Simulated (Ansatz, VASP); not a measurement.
## ZnCu: VASP beside Ansatz

INCAR

```
PREC = Accurate ; ENCUT = 820
EDIFF = 1E-6 ; ISMEAR = -1
SIGMA = 0.05 ; LREAL = False
LASPH = True ; NELM = 120
ALGO = Normal ; ISIF = 2
LWAVE = False ; LCHARG = False
GGA = PS ; NBANDS = 22
GGA_COMPAT = False
```

File KPOINTS:

```
regular mesh
0
Gamma
  9 9 9
```

The input POSCAR:

```
ZnCu
1.0
    2.8848810902      0.0000000000      0.0000000000
    0.0000000000      2.8848810902      0.0000000000
    0.0000000000      0.0000000000      2.8848810902
Zn Cu
1 1
Direct
    0.5000000000      0.5000000000      0.5000000000
    0.0000000000      0.0000000000      0.0000000000
```

input.yaml

```yaml
crystal:
  lattice:
    - [2.8848810902, 0.0, 0.0]
    - [0.0, 2.8848810902, 0.0]
    - [0.0, 0.0, 2.8848810902]
  atoms:
    - { symbol: Zn, position: [0.5, 0.5, 0.5] }
    - { symbol: Cu, position: [0.0, 0.0, 0.0] }
hamiltonian:
  xc: pbesol
  pseudopotentials: { kind: paw }
kpoints:
  mp_grid: { grid: [9, 9, 9] }
scf:
  occupations: { method: fermi_dirac, width: 0.05 }
output:
  forces: true
  stress: true
  eigenvalues: true
```

Alike in both runs: task single point; functional PBEsol; k mesh 9 × 9 × 9; occupations fermi-dirac, width 0.05 eV; no spin polarisation.

|  | VASP | Ansatz |
| --- | --- | --- |
| version | VASP 6.6.1 | Ansatz 0.2.0 |
| potentials or method | VASP PAW PBE potentials, release 64 (Zn, Cu_sv_GW) | Ansatz PAW |
| plane-wave cutoff (eV) | 820 | 420 |
| valence electrons in the cell | 31 | 31 |

|  | VASP | Ansatz | Ansatz less VASP |
| --- | --- | --- | --- |
| gap on the k mesh at the Fermi level (eV) | none | none | - |
| pressure (GPa) | 3.1 | 3.8 | +0.66 |

VASP's potentials were made for PBE, not for PBEsol. A gap of «none» marks a metal or a gap that the smearing closes.
